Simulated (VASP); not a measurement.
Wanted: the native input for a VASP 6.6.1 run.

| Quantity | Value |
| --- | --- |
| Task | relaxation of cell and atoms |
| Functional | BLYP |
| Dispersion | D3(BJ) |
| Potentials or basis | VASP PAW PBE potentials, release 64 (Ag, Br) |
| Cutoff | 500 eV |
| k mesh | 8 × 8 × 8 |
| Occupations | fermi-dirac, width 0.05 eV |
| Spin | no spin polarisation |
| Dipole correction | no |
| Further INCAR settings | ALGO = Normal; EDIFF = 1e-07; IBRION = 2; EDIFFG = -0.01; NSW = 60; ISIF = 3 |

The structure of AgBr lies in POSCAR:

```
AgBr
1.0
    0.0000000000      2.8701500000      2.8701500000
    2.8701500000      0.0000000000      2.8701500000
    2.8701500000      2.8701500000      0.0000000000
Ag Br
1 1
Direct
    0.0000000000      0.0000000000      0.0000000000
    0.5000000000      0.5000000000      0.5000000000
```

One way to write it, as run:

INCAR

```
  PREC = Accurate
  ENCUT = 500
  EDIFF = 1E-7
  ISMEAR = -1
  SIGMA = 0.05
  LREAL = False
  LASPH = True
  NELM = 120
  ALGO = Normal
  ISIF = 3
  LWAVE = False
  LCHARG = False
  GGA = B5
  ALDAX = 1.0
  AGGAX = 1.0
  AGGAC = 1.0
  ALDAC = 0.0
  IVDW = 12
  VDW_S6 = 1.0
  VDW_S8 = 2.6996
  VDW_A1 = 0.4298
  VDW_A2 = 4.2359
  IBRION = 2
  NSW = 60
  EDIFFG = -0.01
  GGA_COMPAT = False
  NELMIN = 4
```

KPOINTS

```
Automatic mesh
0
Gamma
  8 8 8
```

Potentials or basis: VASP PAW PBE potentials, release 64 (Ag, Br).

Command:

```bash
$ cat potpaw_PBE.64/Ag/POTCAR potpaw_PBE.64/Br/POTCAR > POTCAR
$ mpirun -np 1 vasp_std > vasp.out
```

Results of the run:

```yaml
Relaxed_volume: 23.83 Å³/atom
Relaxed_cell: a = 4.069 Å, b = 4.069 Å, c = 4.069 Å, α = 60.00°, β = 60.00°, γ = 60.00°
Space_group_after_relaxing_to_0.05_Å: Fm-3m (No. 225)
Energy_gained_by_relaxing: 0.2 meV/atom
Ionic_steps: 2
Pressure_after_relaxing: 0.0 GPa
Band_gap_on_the_k_mesh: 0.75 eV, indirect (least direct gap 2.62 eV)
Dispersion_energy_per_atom: -0.815 eV
```

Caveat: the PAW data sets were made with another functional, which shifts forces and pressure a little.

Run time: 2 min on 1 thread of AMD EPYC 7R13, with other jobs on the host, peak memory 0.16 GiB.
